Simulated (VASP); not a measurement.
# C (Fd-3m) in VASP: further runs

C is run at these levels: r2SCAN, r2SCAN+D3(BJ), PBEsol-based screened hybrid with 25 % exact exchange; tasks: single point.

Program: VASP 6.6.1. These are calculated values, not measurements. Logs are shortened: lines on timing, memory, paths and dates and some standing lists are left out, and cuts for length are marked.

## (1) The cell of the first run

It takes space group Fd-3m (No. 227, cubic). Conventional cell: a = 3.560 Å, b = 3.560 Å, c = 3.560 Å, α = 90.00°, β = 90.00°, γ = 90.00°. C (site symmetry -43m) has 4 C at 1.54 Å within 2.1 Å.

## (2) Single point, r2SCAN

POSCAR reads:

```
C
1.0
    0.0000000000      1.7801409451      1.7801409451
    1.7801409451      0.0000000000      1.7801409451
    1.7801409451      1.7801409451      0.0000000000
C
2
Direct
    0.7500000000      0.7500000000      0.7500000000
    0.5000000000      0.5000000000      0.5000000000
```

INCAR.step1 reads:

```
ALGO     = Normal         # electronic algorithm
EDIFF    = 1E-5           # SCF threshold, eV
ENCUT    = 1430           # plane-wave cutoff, eV
GGA      = PE             # functional
GGA_COMPAT= F            
ISMEAR   = -1             # smearing method
LASPH    = T              # aspherical terms in the spheres
LCHARG   = F              # write CHGCAR
LREAL    = F              # projectors in reciprocal space
LWAVE    = T              # write WAVECAR
NBANDS   = 11             # bands
NELM     = 120            # most SCF steps
PREC     = Accurate       # precision mode
SIGMA    = 0.05           # smearing width, eV
```

INCAR.step2 reads:

```
ALGO     = Normal         # electronic algorithm
EDIFF    = 1E-6           # SCF threshold, eV
ENCUT    = 1430           # plane-wave cutoff, eV
GGA_COMPAT= F            
ISIF     = 2              # what is computed and relaxed
ISMEAR   = -1             # smearing method
ISTART   = 1            
LASPH    = T              # aspherical terms in the spheres
LCHARG   = F              # write CHGCAR
LMIXTAU  = T            
LREAL    = F              # projectors in reciprocal space
LWAVE    = F              # write WAVECAR
METAGGA  = R2SCAN         # meta-GGA
NBANDS   = 11             # bands
NELM     = 120            # most SCF steps
PREC     = Accurate       # precision mode
SIGMA    = 0.05           # smearing width, eV
```

KPOINTS reads:

```
k-points
0
Gamma
  13 13 13
```

Potentials or basis: VASP PAW PBE potentials, release 64 (C_h).

Run with:

```
$ cat potpaw_PBE.64/C_h/POTCAR > POTCAR
$ cp INCAR.step1 INCAR
$ mpirun -np 1 vasp_std > vasp.out
$ cp INCAR.step2 INCAR
$ mpirun -np 1 vasp_std > vasp.out
```

OUTCAR:

```text
EDIFF = 1E-6
   ENCUT = 1430
   ISIF = 2
   ISMEAR = -1
   ISTART = 1
   LASPH = T
   LREAL = F
   METAGGA = R2SCAN
   NELM = 120
   PREC = Accurate

 ion  position               nearest neighbor table
   1  0.750  0.750  0.750-
   2  0.500  0.500  0.500-

  LATTYP: Found a face centered cubic cell.
 ALAT       =     3.5602818902

  Lattice vectors:

 A1 = (   0.0000000000,   1.7801409451,   1.7801409451)
 A2 = (   1.7801409451,   0.0000000000,   1.7801409451)
 A3 = (   1.7801409451,   1.7801409451,   0.0000000000)

Analysis of symmetry for initial positions (statically):
=====================================================================
 Subroutine PRICEL returns:
 Original cell was already a primitive cell.

 Routine SETGRP: Setting up the symmetry group for a
 face centered cubic supercell.

 Subroutine GETGRP returns: Found 48 space group operations
 (whereof 24 operations were pure point group operations)
 out of a pool of 48 trial point group operations.

The static configuration has the point symmetry T_d .
 The point group associated with its full space group is O_h .

Analysis of symmetry for dynamics (positions and initial velocities):
=====================================================================
 Subroutine PRICEL returns:
 Original cell was already a primitive cell.

 Routine SETGRP: Setting up the symmetry group for a
 face centered cubic supercell.

 Subroutine GETGRP returns: Found 48 space group operations
 (whereof 24 operations were pure point group operations)
 out of a pool of 48 trial point group operations.

The dynamic configuration has the point symmetry T_d .
 The point group associated with its full space group is O_h .

 Subroutine INISYM returns: Found 48 space group operations
 (whereof 24 operations are pure point group operations),
 and found     1 'primitive' translations

----------------------------------------------------------------------------------------

                                     Primitive cell

  volume of cell :      11.2822

  direct lattice vectors                    reciprocal lattice vectors
     0.000000000  1.780140945  1.780140945    -0.280876636  0.280876636  0.280876636
     1.780140945  0.000000000  1.780140945     0.280876636 -0.280876636  0.280876636
     1.780140945  1.780140945  0.000000000     0.280876636  0.280876636 -0.280876636

  length of vectors
     2.517499467  2.517499467  2.517499467     0.486492604  0.486492604  0.486492604

  position of ions in fractional coordinates (direct lattice)
     0.750000000  0.750000000  0.750000000
     0.500000000  0.500000000  0.500000000

  ion indices of the primitive-cell ions
   primitive index   ion index
                 1           1
                 2           2

----------------------------------------------------------------------------------------

 KPOINTS: k-points

Automatic generation of k-mesh.
 Grid dimensions read from file:
 generate k-points for:   13   13   13

 Generating k-lattice:

  Cartesian coordinates                     Fractional coordinates (reciprocal lattice)
    -0.021605895  0.021605895  0.021605895     0.076923077  0.000000000  0.000000000
     0.021605895 -0.021605895  0.021605895     0.000000000  0.076923077  0.000000000
     0.021605895  0.021605895 -0.021605895     0.000000000  0.000000000  0.076923077

  Length of vectors
     0.037422508  0.037422508  0.037422508

  Shift w.r.t. Gamma in fractional coordinates (k-lattice)
     0.000000000  0.000000000  0.000000000

 Subroutine IBZKPT returns following result:
 ===========================================

 Found     84 irreducible k-points:

 Following reciprocal coordinates:
            Coordinates               Weight
  0.000000  0.000000  0.000000      1.000000
  0.076923  0.000000  0.000000      8.000000
  0.153846  0.000000  0.000000      8.000000
  0.230769  0.000000  0.000000      8.000000
  0.307692  0.000000  0.000000      8.000000
  0.384615  0.000000  0.000000      8.000000
[... 16 lines left out ...]
  0.384615  0.153846  0.000000     24.000000
  0.461538  0.153846  0.000000     24.000000
 [... further k-points ...]
   k-points           NKPTS =     84   k-points in BZ     NKDIM =     84   number of bands    NBANDS=     11
   number of dos      NEDOS =    301   number of ions     NIONS =      2
   total plane-waves  NPLWV =  32768
   dimension x,y,z NGX =    32 NGY =   32 NGZ =   32
   dimension x,y,z NGXF=    64 NGYF=   64 NGZF=   64
   ions per type =               2
   NGX,Y,Z   is equivalent  to a cutoff of  21.13, 21.13, 21.13 a.u.
   NGXF,Y,Z  is equivalent  to a cutoff of  42.26, 42.26, 42.26 a.u.
 SYSTEM =  unknown system
   PREC   = accura    normal or accurate (medium, high low for compatibility)
   ISTART =      1    job   : 0-new  1-cont  2-samecut
   ICHARG =      0    charge: 1-file 2-atom 10-const
   ISPIN  =      1    spin polarized calculation?
   LNONCOLLINEAR =      F non collinear calculations
[... 62 lines left out ...]
      3      10.9932      2.00000
      4      10.9932      2.00000
      5      16.8877      0.00000
      6      16.8877      0.00000
      7      16.8877      0.00000
      8      24.9762      0.00000
      9      31.4678      0.00000
     10      38.4054      0.00000
     11      38.4054      0.00000

 k-point     2 :       0.0769    0.0000    0.0000
  band No.  band energies     occupation
      1     -11.5793      2.00000
      2       9.8499      2.00000
      3      10.6954      2.00000
      4      10.6954      2.00000
      5      17.2791      0.00000
      6      17.2791      0.00000
      7      17.5635      0.00000
      8      25.1462      0.00000
      9      31.7660      0.00000
     10      36.5363      0.00000
     11      36.5363      0.00000

 k-point     3 :       0.1538    0.0000    0.0000
  band No.  band energies     occupation
      1     -11.0660      2.00000
      2       7.4318      2.00000
      3      10.0251      2.00000
      4      10.0251      2.00000
      5      18.1641      0.00000
      6      18.1641      0.00000
      7      18.6441      0.00000
      8      25.6408      0.00000
      9      32.4285      0.00000
     10      34.9049      0.00000
     11      34.9049      0.00000

 k-point     4 :       0.2308    0.0000    0.0000
  band No.  band energies     occupation
      1     -10.2177      2.00000
      2       4.6749      2.00000
      3       9.3003      2.00000
      4       9.3003      2.00000
      5      19.0555      0.00000
      6      19.0555      0.00000
      7      19.4188      0.00000
      8      26.3577      0.00000
      9      32.9120      0.00000
     10      34.2927      0.00000
     11      34.2927      0.00000

 k-point     5 :       0.3077    0.0000    0.0000
  band No.  band energies     occupation
      1      -9.0502      2.00000
      2       1.9292      2.00000
      3       8.6883      2.00000
      4       8.6883      2.00000
      5      19.6364      0.00000
      6      19.6364      0.00000
      7      19.8678      0.00000
      8      27.0752      0.00000
      9      33.1167      0.00000
     10      34.8346      0.00000
     11      34.8346      0.00000
[... 211 lines left out ...]
 k-point    21 :       0.2308    0.1538    0.0000
  band No.  band energies     occupation
      1     -10.2152      2.00000
      2       6.5004      2.00000
      3       7.7694      2.00000
      4       8.5019      2.00000
      5      16.4972      0.00000
      6      21.2510      0.00000
      7      21.3082      0.00000
      8      23.9828      0.00000
      9      31.8583      0.00000
     10      33.5967      0.00000
     11      38.9924      0.00000

 k-point    22 :       0.3077    0.1538    0.0000
  band No.  band energies     occupation
      1      -9.2639      2.00000
      2       3.9798      2.00000
      3       7.2032      2.00000
      4       7.8142      2.00000
      5      17.2913      0.00000
      6      21.9489      0.00000
      7      22.0919      0.00000
      8      23.7758      0.00000
      9      32.6831      0.00000
     10      33.9303      0.00000
     11      38.7057      0.00000

 k-point    23 :       0.3846    0.1538    0.0000
  band No.  band energies     occupation
      1      -8.0068      2.00000
      2       1.4330      2.00000
      3       6.8895      2.00000
      4       7.0027      2.00000
      5      18.0173      0.00000
      6      22.3174      0.00000
      7      22.3632      0.00000
      8      24.4103      0.00000
      9      33.5269      0.00000
     10      34.2064      0.00000
     11      39.2066      0.00000

 k-point    24 :       0.4615    0.1538    0.0000
  band No.  band energies     occupation
      1      -6.5169      2.00000
      2      -0.9129      2.00000
      3       6.2678      2.00000
      4       6.8474      2.00000
      5      18.4729      0.00000
      6      22.2138      0.00000
      7      22.4742      0.00000
      8      25.7952      0.00000
      9      32.8755      0.00000
     10      35.6935      0.00000
     11      39.4193      0.00000

 [... further k-points ...]

------------------------ aborting loop because EDIFF is reached ----------------------------------------

  FORCE on cell =-STRESS in cart. coord.  units (eV):
  Direction    XX          YY          ZZ          XY          YZ          ZX
  --------------------------------------------------------------------------------------
  -------------------------------------------------------------------------------------
  Total       -0.0443159     -0.0443159     -0.0443159     -0.0000000      0.0000000     -0.0000000
  in kB       -6.2932767     -6.2932767     -6.2932767     -0.0000000      0.0000000     -0.0000000
  external PRESSURE =      -6.2932767 kB  Pullay stress =       0.0000000 kB

 VOLUME and BASIS-vectors are now :
 -----------------------------------------------------------------------------
  energy-cutoff  :     1430.00
  volume of cell :       11.28
      direct lattice vectors                 reciprocal lattice vectors
     0.000000000  1.780140945  1.780140945    -0.280876636  0.280876636  0.280876636
     1.780140945  0.000000000  1.780140945     0.280876636 -0.280876636  0.280876636
     1.780140945  1.780140945  0.000000000     0.280876636  0.280876636 -0.280876636

 POSITION                                       TOTAL-FORCE (eV/Angst)
 -----------------------------------------------------------------------------------
      2.67021      2.67021      2.67021         0.000000      0.000000      0.000000
      1.78014      1.78014      1.78014        -0.000000     -0.000000     -0.000000
 -----------------------------------------------------------------------------------
    total drift:                               -0.000000     -0.000000      0.000000

  FREE ENERGIE OF THE ION-ELECTRON SYSTEM (eV)
  ---------------------------------------------------
  free  energy   TOTEN  =       -19.7226249269 eV

  energy  without entropy=      -19.7226249268  energy(sigma->0) =      -19.72262493
```

It took 44 s on 1 thread of Intel Xeon 6975P-C (Granite Rapids), shared host; peak memory 0.19 GiB.

What came out:

```
Free energy            : -19.7226 eV
Pressure               : -0.6 GPa
Band gap on the k mesh : 4.38 eV (least direct gap 5.89 eV)
```

Levels at points of the mesh, in eV from the valence-band top:
```tsv
k point	band 1	band 2	band 3	band 4	band 5	band 6	band 7	band 8	band 9
(0.00, 0.00, 0.00)	-22.74	0.00	0.00	0.00	5.89	5.89	5.89	13.98	20.47
```

Caveat: the PAW data sets were made with another functional, which shifts forces and pressure a little; an odd mesh through Γ misses points on the zone boundary, where band edges can lie.

## (3) Single point, r2SCAN

This run uses another cell than the first one, of 5.67 Å³/atom.

POSCAR reads:

```
C
1.0
    0.0000000000      1.7833700000      1.7833700000
    1.7833700000      0.0000000000      1.7833700000
    1.7833700000      1.7833700000      0.0000000000
C
2
Direct
    0.7500000000      0.7500000000      0.7500000000
    0.5000000000      0.5000000000      0.5000000000
```

INCAR.step1 reads:

```
SYSTEM = C
PREC = Accurate ; ENCUT = 1430
ISMEAR = 0 ; SIGMA = 0.05
LREAL = .False. ; LASPH = .True.
NELM = 120 ; NBANDS = 11
GGA = PE ; ALGO = Normal
EDIFF = 1E-5 ; LWAVE = .True.
LCHARG = .False. ; GGA_COMPAT = .False.
```

INCAR.step2 reads:

```
SYSTEM = C
PREC = Accurate ; ENCUT = 1430
EDIFF = 1E-6 ; ISMEAR = 0
SIGMA = 0.05 ; LREAL = .False.
LASPH = .True. ; NELM = 120
ALGO = Normal ; ISIF = 2
LWAVE = .False. ; LCHARG = .False.
METAGGA = R2SCAN ; LMIXTAU = .True.
NBANDS = 11 ; ISTART = 1
GGA_COMPAT = .False.
```

KPOINTS reads:

```
regular mesh
0
Gamma
  11 11 11
  0 0 0
```

Potentials or basis: VASP PAW PBE potentials, release 64 (C_h).

Run with:

```
$ cat potpaw_PBE.64/C_h/POTCAR > POTCAR
$ cp INCAR.step1 INCAR
$ mpirun -np 1 vasp_std > vasp.out
$ cp INCAR.step2 INCAR
$ mpirun -np 1 vasp_std > vasp.out
```

It took 31 s on 1 thread of Intel Xeon 6975P-C (Granite Rapids), shared host; peak memory 0.18 GiB.

The run converged. Its results:

* Free energy: -19.7220 eV
* Pressure: -3.0 GPa
* Band gap on the k mesh: 4.35 eV (least direct gap 5.88 eV)

Levels at points of the mesh, in eV from the valence-band top:
```csv
k point,band 1,band 2,band 3,band 4,band 5,band 6,band 7,band 8,band 9
"(0.00, 0.00, 0.00)",-22.67,0.00,0.00,0.00,5.88,5.88,5.88,13.85,20.40
```

Caveat: the cell stands under tension; the PAW data sets were made with another functional, which shifts forces and pressure a little; an odd mesh through Γ misses points on the zone boundary, where band edges can lie.

## (4) Single point, r2SCAN+D3(BJ)

This run uses another cell than the first one, of 5.79 Å³/atom.

POSCAR reads:

```
C
1.0
    0.0000000000      1.7951807415      1.7951807415
    1.7951807415      0.0000000000      1.7951807415
    1.7951807415      1.7951807415      0.0000000000
C
2
Direct
    0.7500000000      0.7500000000      0.7500000000
    0.5000000000      0.5000000000      0.5000000000
```

Edit INCAR.step1 of step 3 so:

```diff
@@ -2,3 +2,3 @@
 PREC = Accurate ; ENCUT = 1430
-ISMEAR = 0 ; SIGMA = 0.05
+ISMEAR = -1 ; SIGMA = 0.05
 LREAL = .False. ; LASPH = .True.
```

INCAR.step2 reads:

```
SYSTEM = C
PREC = Accurate ; ENCUT = 1430
EDIFF = 1E-6 ; ISMEAR = -1
SIGMA = 0.05 ; LREAL = .False.
LASPH = .True. ; NELM = 120
ALGO = Normal ; ISIF = 2
LWAVE = .False. ; LCHARG = .False.
METAGGA = R2SCAN ; LMIXTAU = .True.
IVDW = 12 ; NBANDS = 11
VDW_S6 = 1.0 ; VDW_S8 = 0.78981345
VDW_A1 = 0.49484001 ; VDW_A2 = 5.73083694
ISTART = 1 ; GGA_COMPAT = .False.
```

KPOINTS reads:

```
regular mesh
0
Gamma
  13 13 13
  0 0 0
```

Run with:

```
$ cat potpaw_PBE.64/C_h/POTCAR > POTCAR
$ cp INCAR.step1 INCAR
$ mpirun -np 1 vasp_std > vasp.out
$ cp INCAR.step2 INCAR
$ mpirun -np 1 vasp_std > vasp.out
```

Run time: 1.9 min. Hardware: 1 thread of AMD EPYC 7R13 (Zen 3), shared host; peak memory 0.17 GiB.

Results (log left out):

- Free energy: -19.8884 eV
- Pressure: -13.9 GPa
- Band gap on the k mesh: 4.32 eV (least direct gap 5.82 eV)
- Dispersion energy per atom: -0.088 eV

Levels at points of the mesh, in eV from the valence-band top:
```
           k point  band 2  band 3  band 4  band 5  band 6  band 7
(0.00, 0.00, 0.00)    0.00    0.00    0.00    5.82    5.82    5.82
```

Caveat: the cell stands under tension; the PAW data sets were made with another functional, which shifts forces and pressure a little; an odd mesh through Γ misses points on the zone boundary, where band edges can lie. r2SCAN opens gaps a little over a GGA but as a rule still falls short of measured ones.

## (5) Single point, PBEsol-based screened hybrid with 25 % exact exchange

This run uses another cell than the first one, of 5.33 Å³/atom.

POSCAR reads:

```
C
1.0
    0.0000000000      1.7469644787      1.7469644787
    1.7469644787      0.0000000000      1.7469644787
    1.7469644787      1.7469644787      0.0000000000
C
2
Direct
    0.7500000000      0.7500000000      0.7500000000
    0.5000000000      0.5000000000      0.5000000000
```

INCAR.step1 reads:

```
  PREC = Accurate
  ENCUT = 520
  EDIFF = 1E-5
  ISMEAR = -1
  SIGMA = 0.05
  LREAL = F
  LASPH = T
  NELM = 100
  ALGO = Normal
  ISIF = 2
  LWAVE = T
  LCHARG = F
  NBANDS = 11
  GGA = PE
```

INCAR.step2 reads:

```
  PREC = Accurate
  ENCUT = 520
  EDIFF = 1E-6
  ISMEAR = -1
  SIGMA = 0.05
  LREAL = F
  LASPH = T
  NELM = 100
  ALGO = Normal
  ISIF = 2
  LWAVE = F
  LCHARG = F
  GGA = PS
  LHFCALC = T
  AEXX = 0.25
  HFSCREEN = 0.207
  PRECFOCK = Normal
  NBANDS = 11
  ISTART = 1
```

KPOINTS reads:

```
Automatic mesh
0
Gamma
  7 7 7
```

Potentials or basis: VASP PAW PBE potentials, release 64 (C).

Run with:

```
$ cat potpaw_PBE.64/C/POTCAR > POTCAR
$ cp INCAR.step1 INCAR
$ mpirun -np 1 vasp_std > vasp.out
$ cp INCAR.step2 INCAR
$ mpirun -np 1 vasp_std > vasp.out
```

Wall time 2.5 min (1 thread of AMD EPYC 9R45 (Zen 5), shared host); peak memory 0.18 GiB.

It converged, with:

| Property | Result |
| --- | --- |
| Free energy | -21.7754 eV |
| Pressure | 19.0 GPa |
| Band gap on the k mesh | 5.48 eV (least direct gap 7.13 eV) |

Levels at points of the mesh, in eV from the valence-band top:
```tsv
k point	band 1	band 2	band 3	band 4	band 5	band 6	band 7	band 8
(0.00, 0.00, 0.00)	-24.43	0.00	0.00	0.00	7.13	7.13	7.13	16.81
```

Caveat: the k points lie up to 0.44 Å⁻¹ apart; the PAW data sets were made with another functional, which shifts forces and pressure a little; an odd mesh through Γ misses points on the zone boundary, where band edges can lie.

## (6) The runs side by side

| level | potentials or basis | cell | k mesh | cutoff (eV) | smearing | grid for exact exchange (PRECFOCK) | share of exact exchange | screening parameter | gap on the mesh (eV) | pressure (GPa) |
| --- | --- | --- | --- | --- | --- | --- | --- | --- | --- | --- |
| r2SCAN | VASP PAW PBE potentials, release 64 (C_h) | a = 2.517 Å, angles 60.0°, 2 atoms | 13 × 13 × 13 | 1430 | fermi-dirac 0.05 eV | - | - | - | 4.38 | -0.6 |
| r2SCAN | VASP PAW PBE potentials, release 64 (C_h) | a = 2.522 Å, angles 60.0°, 2 atoms | 11 × 11 × 11 | 1430 | gaussian 0.05 eV | - | - | - | 4.35 | -3.0 |
| r2SCAN+D3(BJ) | VASP PAW PBE potentials, release 64 (C_h) | a = 2.539 Å, angles 60.0°, 2 atoms | 13 × 13 × 13 | 1430 | fermi-dirac 0.05 eV | - | - | - | 4.32 | -13.9 |
| PBEsol-based screened hybrid with 25 % exact exchange | VASP PAW PBE potentials, release 64 (C) | a = 2.471 Å, angles 60.0°, 2 atoms | 7 × 7 × 7 | 520 | fermi-dirac 0.05 eV | Normal | 0.25 | 0.207 1/Å | 5.48 | 19.0 |

Alike in all rows: task single point; no spin polarisation.

Caveats: some runs use coarse meshes; the PAW data sets were made with another functional, which shifts forces and pressure a little; an odd mesh through Γ misses points on the zone boundary, where band edges can lie; the cell stands under tension (at least some runs).

Total energies depend on the potentials used, so only differences within one code and one set of settings carry meaning.
